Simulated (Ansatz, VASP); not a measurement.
**Te2Pb3Se in VASP and in Ansatz**

```
Te Pb Se
1.0
     2.29586   -3.96049   -0.00918
    -6.85525   -3.94181    0.00249
     0.01480   -0.01823  -11.20032
Te Pb Se
4 6 2
Direct
  0.49153 0.83692 0.32366
  0.99130 0.33696 0.32356
  0.99088 0.67044 0.66985
  0.49140 0.17052 0.66994
  0.01086 0.66201 0.15626
  0.50996 0.16239 0.15678
  0.00833 0.99658 0.50354
  0.50733 0.49691 0.50386
  0.50901 0.82926 0.85076
  0.01010 0.32897 0.85052
  0.98945 0.00450 0.99555
  0.48986 0.50454 0.99574
```

Change from the starting cell: cell x2, atoms moved at random (sigma 0.1 Å) and cell strained at random (1.5 %), then relaxed without symmetry.

Alike in both runs: functional PBE; k mesh 4 × 2 × 2; occupations gaussian, width 0.1 eV; no spin polarisation.

Ansatz relaxed the structure, and its values are those at the end. VASP's run is a single point on that final structure, the one shown.

|  | VASP | Ansatz |
| --- | --- | --- |
| version | VASP 6.6.1 | Ansatz 0.2.0 |
| potentials or method | VASP PAW PBE potentials, release 64 (Te, Pb_d, Se), cutoff 520 eV | scalar-relativistic, plane waves, PAW |
| valence electrons in the cell | 120 | 180 |

|  | VASP | Ansatz | Ansatz less VASP |
| --- | --- | --- | --- |
| gap on the k mesh at the Fermi level (eV) | 0.75 | 0.75 | -0.004 |
| least direct gap on the mesh (eV) | 0.75 | 0.75 | -0.004 |
| pressure (GPa) | -0.1 | 0.0 | +0.03 |
| rms of the force components (eV/Å) | 0.006 | 0.006 | +0.0001 |

VASP's potentials hold 120 valence electrons a cell and Ansatz's 180, so a difference there can come from the potentials and not from the codes.

Spin-orbit coupling is off throughout.
